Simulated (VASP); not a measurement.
# CuI: single point with PBEsol

The system is CuI.

```
Cu I
1.0
     4.16206    0.00000    0.00000
     0.00000    4.02185    0.00000
     0.00000    0.00000    6.30885
Cu I
2 2
Cartesian
  2.0810 2.0109 -0.0358
  0.0000 0.0000 0.0358
  2.0810 0.0000 1.6469
  0.0000 2.0109 4.6619
```

This cell differs from its parent crystal: uniaxial strain along a: +4.0 %, then relaxed in part.

- Program: VASP 6.6.1
- Task: single point
- Functional: PBEsol
- Potentials or basis: VASP PAW PBE potentials, release 64 (Cu, I)
- Cutoff: 520 eV
- k mesh: 8 × 8 × 4
- Occupations: gaussian, width 0.02 eV
- Spin: no spin polarisation
- Dipole correction: no
- Further INCAR settings: ALGO = Normal; EDIFF = 1e-07; NBANDS = 26

```
Pressure               : -0.5 GPa
Largest force          : 0.022 eV/Å
Band gap on the k mesh : 1.47 eV, direct
```

Forces on the atoms (eV/Å):
```
Cu   0.000  0.000 -0.002
Cu   0.000  0.000  0.002
I    0.000  0.000  0.022
I    0.000  0.000 -0.022
```

Stress tensor (GPa, compression positive):
```
-1.81  0.00  0.00
 0.00  0.13  0.00
 0.00  0.00  0.12
```

Levels at points of the mesh, in eV from the valence-band top:
```
           k point  band 16  band 17  band 18  band 19  band 20  band 21
(0.00, 0.00, 0.00)    -0.81    -0.08     0.00     1.47     2.64     3.23
(0.50, 0.00, 0.00)    -1.27    -0.55    -0.55     3.73     3.73     4.91
(0.00, 0.50, 0.00)    -1.19    -0.61    -0.61     3.47     3.47     4.73
(0.50, 0.50, 0.00)    -1.80    -1.23    -1.23     2.52     2.52     2.64
(0.00, 0.00, 0.50)    -1.32    -0.45    -0.34     2.88     3.30     3.44
(0.50, 0.00, 0.50)    -0.83    -0.51    -0.51     2.26     2.26     5.14
(0.00, 0.50, 0.50)    -0.76    -0.58    -0.58     2.11     2.11     4.93
(0.50, 0.50, 0.50)    -1.84    -1.15    -1.15     4.08     4.08     4.21
```

Run time: 2.7 min on 1 thread of AMD EPYC 7R13, with other jobs on the host, peak memory 0.33 GiB.

Caveat: the cell differs from its parent crystal (uniaxial strain along a: +4.0 %, then relaxed in part); the PAW data sets were made with another functional, which shifts forces and pressure a little; spin-orbit coupling is left out, which moves the levels of the heavy elements; this functional lacks dispersion, which binds the layers, so the pressure and a relaxed spacing across them are unreliable. A k mesh can miss the band edges.
